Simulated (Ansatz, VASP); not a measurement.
One calculation of GaN, two programs

INCAR

```
ALGO = Normal
EDIFF = 1E-6
ENCUT = 600
GGA = PS
GGA_COMPAT = False
ISIF = 2
ISMEAR = 0
LASPH = True
LCHARG = False
LREAL = False
LWAVE = False
NBANDS = 16
NELM = 120
PREC = Accurate
SIGMA = 0.01
```

The input KPOINTS:

```
k-points
0
Gamma
  10 10 10
```

File POSCAR:

```
GaN
1.0
    0.0000000000      2.2491509523      2.2491509523
    2.2491509523      0.0000000000      2.2491509523
    2.2491509523      2.2491509523      0.0000000000
Ga N
1 1
Direct
    0.0000000000      0.0000000000      0.0000000000
    0.2500000000      0.2500000000      0.2500000000
```

Input for Ansatz:

```yaml
crystal:
  lattice:
    - [0.0, 2.2491509523, 2.2491509523]
    - [2.2491509523, 0.0, 2.2491509523]
    - [2.2491509523, 2.2491509523, 0.0]
  atoms:
    - { symbol: Ga, position: [0.0, 0.0, 0.0] }
    - { symbol: "N", position: [0.25, 0.25, 0.25] }
basis:
  ecutwfc: 420
kpoints:
  mp_grid: { grid: [10, 10, 10] }
  band_path:
    path:
      - [0.0, 0.0, 0.0]
      - [0.0, 0.0, 0.0]
      - [0.5, 0.5, 0.0]
      - [0.5, 0.5, 0.5]
      - [0.0042955619, 0.0042955619, 0.0]
      - [-0.0042955619, -0.0042955619, 0.0]
      - [0.0049600876, 0.0049600876, 0.0049600876]
      - [-0.0049600876, -0.0049600876, -0.0049600876]
      - [0.0042955619, 0.0042955619, 0.0]
      - [-0.0042955619, -0.0042955619, 0.0]
      - [0.5042955619, 0.5042955619, 0.0]
      - [0.4957044381, 0.4957044381, 0.0]
      - [0.5, 0.5042955619, 0.0042955619]
      - [0.5, 0.4957044381, -0.0042955619]
      - [0.5049600876, 0.5049600876, 0.5049600876]
      - [0.4950399124, 0.4950399124, 0.4950399124]
      - [0.4969625791, 0.5030374209, 0.5]
      - [0.5030374209, 0.4969625791, 0.5]
    npoints: 1
hamiltonian:
  xc: pbesol
  pseudopotentials: { kind: paw, azcp: { folder: soft_1 } }
scf:
  occupations: { method: fixed }
  n_extra_bands: 5
output:
  forces: true
  stress: true
  eigenvalues: true
```

Alike in both runs: task single point; functional PBEsol; k mesh 10 × 10 × 10; no spin polarisation.

|  | VASP | Ansatz |
| --- | --- | --- |
| version | VASP 6.6.1 | Ansatz 0.2.0 |
| potentials or method | VASP PAW PBE potentials, release 64 (Ga_d, N), cutoff 600 eV | scalar-relativistic, plane waves, PAW |
| occupations | gaussian, width 0.01 eV | fixed |
| valence electrons in the cell | 18 | 18 |

|  | VASP | Ansatz | Ansatz less VASP |
| --- | --- | --- | --- |
| gap on the k mesh at the Fermi level (eV) | 1.72 | 1.70 | -0.016 |
| least direct gap on the mesh (eV) | 1.72 | 1.70 | -0.016 |
| pressure (GPa) | -0.4 | 0.0 | +0.41 |

VASP's potentials were made for PBE, not for PBEsol, and Ansatz warns of the same on its side.
